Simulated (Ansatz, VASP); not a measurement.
One calculation of SnO, two programs

The input INCAR:

```
PREC     = Accurate       # precision mode
ENCUT    = 520            # plane-wave cutoff, eV
EDIFF    = 1E-6           # SCF threshold, eV
ISMEAR   = -1             # smearing method
SIGMA    = 0.05           # smearing width, eV
LREAL    = F              # projectors in reciprocal space
LASPH    = T              # aspherical terms in the spheres
NELM     = 100            # most SCF steps
ALGO     = Normal         # electronic algorithm
ISIF     = 2              # what is computed and relaxed
LWAVE    = F              # write WAVECAR
LCHARG   = F              # write CHGCAR
GGA      = PE             # functional
NBANDS   = 50             # bands
```

File KPOINTS:

```
Automatic mesh
0
Gamma
  10 10 4
```

File POSCAR:

```
SnO
1.0
    2.5000000000     -2.8600000000      0.0000000000
    2.5000000000      2.8600000000      0.0000000000
    0.0000000000      0.0000000000     11.1200000000
Sn O
4 4
Direct
    0.0000000000      0.0000000000      0.0000000000
    0.0000000000      0.0000000000      0.5000000000
    0.5590000000      0.4410000000      0.2540000000
    0.4410000000      0.5590000000      0.7540000000
    0.9300000000      0.4300000000      0.3800000000
    0.0700000000      0.5700000000      0.8800000000
    0.5700000000      0.0700000000      0.3800000000
    0.4300000000      0.9300000000      0.8800000000
```

Input for Ansatz:

```yaml
crystal:
  lattice:
    - [2.5, -2.86, 0.0]
    - [2.5, 2.86, 0.0]
    - [0.0, 0.0, 11.12]
  atoms:
    - { symbol: Sn, position: [0.0, 0.0, 0.0] }
    - { symbol: Sn, position: [0.0, 0.0, 0.5] }
    - { symbol: Sn, position: [0.559, 0.441, 0.254] }
    - { symbol: Sn, position: [0.441, 0.559, 0.754] }
    - { symbol: O, position: [0.93, 0.43, 0.38] }
    - { symbol: O, position: [0.07, 0.57, 0.88] }
    - { symbol: O, position: [0.57, 0.07, 0.38] }
    - { symbol: O, position: [0.43, 0.93, 0.88] }
basis:
  ecutwfc: 420
kpoints:
  mp_grid: { grid: [10, 10, 4] }
hamiltonian:
  xc: pbe
scf:
  occupations: { method: fermi_dirac, width: 0.05 }
output:
  forces: true
  stress: true
  eigenvalues: true
```

Alike in both runs: task single point; functional PBE; k mesh 10 × 10 × 4; occupations fermi-dirac, width 0.05 eV; no spin polarisation.

```csv
,VASP,Ansatz
version,VASP 6.6.1,Ansatz 0.2.0
potentials or method,"VASP PAW PBE potentials, release 64 (Sn_d, O), cutoff 520 eV","scalar-relativistic, plane waves, PAW"
valence electrons in the cell,80,80
```

```tsv
	VASP	Ansatz	Ansatz less VASP
gap on the k mesh at the Fermi level (eV)	none	none	-
pressure (GPa)	10.2	10.1	-0.15
traceless stress, the component that is largest in VASP (GPa)	20.39	20.49	+0.100
rms of the force components (eV/Å)	3.721	3.698	-0.0228
```

Atom by atom the forces differ by 0.044 eV/Å (rms over components). A gap of «none» marks a metal or a gap that the smearing closes.
